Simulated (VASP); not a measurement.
Input of a VASP 6.6.1 run:

The input POSCAR:

```
Ge
1.0
    0.0000000000      2.9136331000      2.8287700000
    2.9136331000      0.0000000000      2.8287700000
    2.9136331000      2.9136331000      0.0000000000
Ge
2
Direct
    0.5000000000      0.5000000000      0.5000000000
    0.7500000000      0.7500000000      0.7500000000
```

The input INCAR.step1:

```
  ALGO = Normal
  EDIFF = 1E-4
  ENCUT = 520
  GGA = PE
  ISMEAR = 0
  LASPH = T
  LCHARG = F
  LREAL = F
  LWAVE = T
  NBANDS = 21
  NELM = 100
  PREC = Accurate
  SIGMA = 0.05
```

The input INCAR.step2:

```
  ALGO = Normal
  EDIFF = 1E-6
  ENCUT = 520
  ISIF = 2
  ISMEAR = 0
  ISTART = 1
  LASPH = T
  LCHARG = T
  LELF = T
  LMIXTAU = T
  LREAL = F
  LVHAR = T
  LWAVE = F
  METAGGA = R2SCAN
  NBANDS = 21
  NELM = 100
  PREC = Accurate
  SIGMA = 0.05
```

File KPOINTS:

```
k-points
0
Gamma
  10 10 10
```

Potentials or basis: VASP PAW PBE potentials, release 64 (Ge_d).

Launch:

```sh
$ cat potpaw_PBE.64/Ge_d/POTCAR > POTCAR
$ cp INCAR.step1 INCAR
$ mpirun -np 1 vasp_std > vasp.out
$ cp INCAR.step2 INCAR
$ mpirun -np 1 vasp_std > vasp.out
```

(1) Predict the band gap on the k mesh.

(2) Predict the pressure.

Results:

(1) 0.23 eV, direct.

(2) -3.1 GPa.

Caveat: the cell differs from its parent crystal (strain +0.030 along x and y, +0.000 along z); the PAW data sets were made with another functional, which shifts forces and pressure a little.
